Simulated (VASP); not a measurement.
# Ta16C (a cell with a defect) in VASP: single point with PBE+D3(BJ)

Aim: the single point of Ta16C (a cell with a defect) with PBE+D3(BJ).

Everything below comes from runs of VASP 6.6.1. Logs are shortened: lines on timing, memory, paths and dates and some standing lists are left out, and cuts for length are marked.

## (1) The cell of the first run

The cell holds a defect, 17 atoms: a = 6.620 Å, b = 6.620 Å, c = 6.620 Å, α = 90.00°, β = 90.00°, γ = 90.00°.

## (2) Single point, PBE+D3(BJ)

File INCAR:

```
ALGO = Normal
EDIFF = 1E-7
ENCUT = 520
GGA = PE
ISIF = 2
ISMEAR = 0
IVDW = 12
LASPH = True
LCHARG = True
LELF = True
LREAL = Auto
LVHAR = True
LWAVE = False
NBANDS = 104
NELM = 80
PREC = Accurate
SIGMA = 0.05
```

File KPOINTS:

```
k-points
0
Gamma
  3 3 3
```

File POSCAR:

```
Ta16C
1.0
    6.6200000000      0.0000000000      0.0000000000
    0.0000000000      6.6200000000      0.0000000000
    0.0000000000      0.0000000000      6.6200000000
Ta C
16 1
Direct
   -0.0070894260      0.0012767372     -0.0004397281
    0.4928833837      0.0477015106     -0.0004913897
   -0.0070938066      0.4979652568     -0.0004391239
   -0.0071382175     -0.0109555891      0.4995531722
    0.2302280967      0.2496039275      0.2621570997
    0.4928543807      0.4515912387     -0.0004365559
    0.4928567976      0.0012554381      0.4995365559
    0.7554969789      0.2496261329      0.2622231118
   -0.0071247734      0.5102111782      0.4995212991
    0.2511193353      0.7496400302      0.2413009063
    0.2302268882      0.2496314199      0.7369351964
    0.4928515106      0.4979900302      0.4995445619
    0.7346790030      0.7496459215      0.2412936556
    0.7555155589      0.2496404834      0.7368708459
    0.2510861027      0.7496317221      0.7577599698
    0.7346648036      0.7496339879      0.7577974320
    0.4928504532      0.7496397281     -0.0004729607
```

Potentials or basis: VASP PAW PBE potentials, release 64 (Ta_pv, C).

Started as:

```console
$ cat potpaw_PBE.64/Ta_pv/POTCAR potpaw_PBE.64/C/POTCAR > POTCAR
$ mpirun -np 1 vasp_std > vasp.out
```

OUTCAR:

```text
EDIFF = 1E-7
   ENCUT = 520
   GGA = PE
   ISIF = 2
   ISMEAR = 0
   IVDW = 12
   LASPH = True
   LREAL = Auto
   NELM = 80
   PREC = Accurate
 IVDW          = 12

 ion  position               nearest neighbor table
   1  0.993  0.001  1.000-   5 2.86  11 2.86   8 2.86  14 2.86  10 2.87  13 2.87  15 2.87  16 2.87
                             3 3.29   4 3.31   4 3.31   2 3.32   2 3.32   3 3.33
   2  0.493  0.048  1.000-  17 1.97   6 2.67  11 2.80  14 2.80   5 2.80   8 2.80  16 3.00  15 3.00
                            10 3.00  13 3.00   1 3.32   7 3.32   1 3.32   7 3.32
   3  0.993  0.498  1.000-   5 2.86  11 2.86  14 2.86   8 2.86  10 2.87  13 2.87  15 2.87  16 2.87
                             1 3.29   9 3.31   9 3.31   6 3.32   6 3.32   1 3.33
   4  0.993  0.989  0.500-  14 2.81   8 2.81   5 2.81  11 2.81  13 2.89  15 2.89  16 2.89  10 2.89
                             9 3.17   1 3.31   7 3.31   7 3.31   1 3.31   9 3.45
   5  0.230  0.250  0.262-   6 2.80   2 2.80   4 2.81   9 2.81   1 2.86   3 2.86   7 2.86  12 2.86
                             8 3.14  11 3.14  10 3.32  10 3.32  11 3.48   8 3.48
   6  0.493  0.452  1.000-  17 1.97   2 2.67   5 2.80  11 2.80   8 2.80  14 2.80  10 3.00  15 3.00
                            13 3.00  16 3.00   3 3.32  12 3.32  12 3.32   3 3.32
   7  0.493  0.001  0.500-   8 2.86   5 2.86  14 2.86  11 2.86  10 2.87  15 2.87  13 2.87  16 2.87
                            12 3.29   4 3.31   4 3.31   2 3.32   2 3.32  12 3.33
   8  0.755  0.250  0.262-   2 2.80   6 2.80   9 2.81   4 2.81   7 2.86  12 2.86   3 2.86   1 2.86
                            14 3.14   5 3.14  13 3.32  13 3.32   5 3.48  14 3.48
   9  0.993  0.510  0.500-   8 2.81  14 2.81   5 2.81  11 2.81  13 2.89  15 2.89  10 2.89  16 2.89
                             4 3.17   3 3.31  12 3.31  12 3.31   3 3.31   4 3.45
  10  0.251  0.750  0.241-  17 2.26   1 2.87   7 2.87  12 2.87   3 2.87   9 2.89   4 2.89   6 3.00
                             2 3.00  15 3.20  13 3.20   5 3.32   5 3.32  13 3.42  15 3.42
  11  0.230  0.250  0.737-   2 2.80   6 2.80   4 2.81   9 2.81   3 2.86   1 2.86  12 2.86   7 2.86
                            14 3.14   5 3.14  15 3.32  15 3.32   5 3.48  14 3.48
  12  0.493  0.498  0.500-   8 2.86  14 2.86  11 2.86   5 2.86  15 2.87  10 2.87  16 2.87  13 2.87
                             7 3.29   9 3.31   9 3.31   6 3.32   6 3.32   7 3.33
  13  0.735  0.750  0.241-  17 2.26   1 2.87   3 2.87   7 2.87  12 2.87   4 2.89   9 2.89   6 3.00
                             2 3.00  16 3.20  10 3.20   8 3.32   8 3.32  10 3.42  16 3.42
  14  0.756  0.250  0.737-   2 2.80   6 2.80   4 2.81   9 2.81  12 2.86   7 2.86   3 2.86   1 2.86
                             8 3.14  11 3.14  16 3.32  16 3.32  11 3.48   8 3.48
  15  0.251  0.750  0.758-  17 2.26   7 2.87   1 2.87  12 2.87   3 2.87   4 2.89   9 2.89   6 3.00
                             2 3.00  10 3.20  16 3.20  11 3.32  11 3.32  16 3.42  10 3.42
  16  0.735  0.750  0.758-  17 2.26   1 2.87   3 2.87   7 2.87  12 2.87   4 2.89   9 2.89   2 3.00
                             6 3.00  13 3.20  15 3.20  14 3.32  14 3.32  15 3.42  13 3.42
  17  0.493  0.750  1.000-   6 1.97   2 1.97  10 2.26  15 2.26  16 2.26  13 2.26

  LATTYP: Found a simple cubic cell.
 ALAT       =     6.6200000000

  Lattice vectors:

 A1 = (   6.6200000000,   0.0000000000,   0.0000000000)
 A2 = (   0.0000000000,   6.6200000000,   0.0000000000)
 A3 = (   0.0000000000,   0.0000000000,   6.6200000000)
[... 168 lines left out ...]
  Fermi-wavevector in a.u.,A,eV,Ry     =   1.396286  2.638598 26.526112  1.949614
  Thomas-Fermi vector in A             =   2.519655
   LORBIT       =      0    0 simple, 1 ext, 2 COOP (PROOUT), +10 PAW based schemes
   GGA     = PE    functional components
   LHFCALC =     F    Hartree Fock is set to
   AEXX    =    0.0000 exact exchange contribution
   IVDW    =    12    specifies the selected vdW correction
   LEPSILON=     F    determine dielectric tensor
   LRPA    =     F    only Hartree local field effects (RPA)
 non-spin polarized calculation
 Gauss-broadening in eV      SIGMA  =   0.05
  energy-cutoff  :      520.00
  volume of cell :      290.12
 maximum number of plane-waves:      7820
 NGX is ok and might be reduce to    50
   NGX = 25   NGY = 25   NGZ = 25

 number of electron     179.9999977 magnetization

 Free energy of the ion-electron system (eV)
  ---------------------------------------------------
  ext. energy  EPLUGINS =         0.00000000
  ---------------------------------------------------
  free energy    TOTEN  =      -198.21924914 eV

  energy without entropy =     -198.19676880  energy(sigma->0) =     -198.20800897

 E-fermi :   5.6867     XC(G=0): -12.6929

 val. band max:        5.6648255675   @ k =   0.0000  -0.3333   0.3333
 cond. band min:       5.7057491816   @ k =   0.3333   0.0000   0.0000
 fundamental gap:      0.0409236142
 Fermi energy:         5.6866902663

 k-point     1 :       0.0000    0.0000    0.0000
  band No.  band energies     occupation
      1     -28.7674      2.00000
      2     -28.5991      2.00000
      3     -28.5991      2.00000
      4     -28.5954      2.00000
      5     -28.5571      2.00000
      6     -28.5570      2.00000
[... 1459 lines left out ...]
    101       8.4265      0.00000
    102       8.4784      0.00000
 [bands above 102 left out]

------------------------ aborting loop because EDIFF is reached ----------------------------------------

 Edisp (eV)  -10.94137

 E8    (eV) :    -5.6824

  FORCE on cell =-STRESS in cart. coord.  units (eV):
  Direction    XX          YY          ZZ          XY          YZ          ZX
  --------------------------------------------------------------------------------------
  -------------------------------------------------------------------------------------
  Total      -1.67278    15.90749    -1.66499     0.00089    -0.00006    -0.00282
  in kB      -9.23794    87.84930    -9.19491     0.00490    -0.00032    -0.01556
  external pressure =       23.14 kB  Pullay stress =        0.00 kB

 VOLUME and BASIS-vectors are now :
 -----------------------------------------------------------------------------
  energy-cutoff  :      520.00
  volume of cell :      290.12
      direct lattice vectors                 reciprocal lattice vectors
     6.620000000  0.000000000  0.000000000     0.151057402  0.000000000  0.000000000
     0.000000000  6.620000000  0.000000000     0.000000000  0.151057402  0.000000000
     0.000000000  0.000000000  6.620000000     0.000000000  0.000000000  0.151057402

 POSITION                                       TOTAL-FORCE (eV/Angst)
 -----------------------------------------------------------------------------------
      6.57307      0.00845      6.61709        -0.003486      0.000828     -0.002034
      3.26289      0.31578      6.61675         0.000313      0.039716      0.002616
      6.57304      3.29653      6.61709        -0.002439      0.001099     -0.000808
      6.57275      6.54747      3.30704         0.001353     -0.008694     -0.000616
      1.52411      1.65238      1.73548        -0.002015      0.001158      0.004037
      3.26270      2.98953      6.61711         0.002913     -0.043647     -0.001252
[... 9 lines left out ...]
      4.86348      4.96258      5.01662         0.010898     -0.001199     -0.014073
      3.26267      4.96262      6.61687         0.004249      0.002103     -0.000190
 -----------------------------------------------------------------------------------
    total drift:                                0.012840     -0.000020      0.002246

  FREE ENERGIE OF THE ION-ELECTRON SYSTEM (eV)
  ---------------------------------------------------
  free  energy   TOTEN  =      -209.1606205861 eV

  energy  without entropy=     -209.1381402552  energy(sigma->0) =     -209.14938042
```

stdout:

```text
POSCAR found type information on POSCAR TaC
 POSCAR found :  2 types and      17 ions
 scaLAPACK will be used
 LDA part: xc-table for (Slater+PW92), standard interpolation
 POSCAR, INCAR and KPOINTS ok, starting setup
 FFT: planning ... GRIDC
 FFT: planning ... GRID_SOFT
 FFT: planning ... GRID
 WAVECAR not read
 entering main loop
```

It took 10 min on 1 thread of Intel Xeon Platinum 8488C (Sapphire Rapids), shared host; peak memory 0.51 GiB.

What came out:

```
Free energy                : -209.1606 eV
Pressure                   : 2.3 GPa
Largest force              : 0.044 eV/Å
Band gap on the k mesh     : zero (band 90 reaches 6.70 eV, above the bottom of band 91 at 5.27 eV)
Dispersion energy per atom : -0.644 eV
```

Forces on the atoms (eV/Å):
```
Ta  -0.003  0.001 -0.002
Ta   0.000  0.040  0.003
Ta  -0.002  0.001 -0.001
Ta   0.001 -0.009 -0.001
Ta  -0.002  0.001  0.004
Ta   0.003 -0.044 -0.001
Ta   0.001  0.001  0.001
Ta   0.002  0.000 -0.001
Ta   0.001  0.009  0.002
Ta  -0.013 -0.001  0.013
Ta  -0.003  0.000 -0.003
Ta   0.002  0.000 -0.001
Ta   0.009 -0.001  0.013
Ta   0.001  0.001  0.001
Ta  -0.012 -0.001 -0.011
Ta   0.011 -0.001 -0.014
C    0.004  0.002  0.000
```

Caveat: spin-orbit coupling is left out, which moves the levels of the heavy elements.
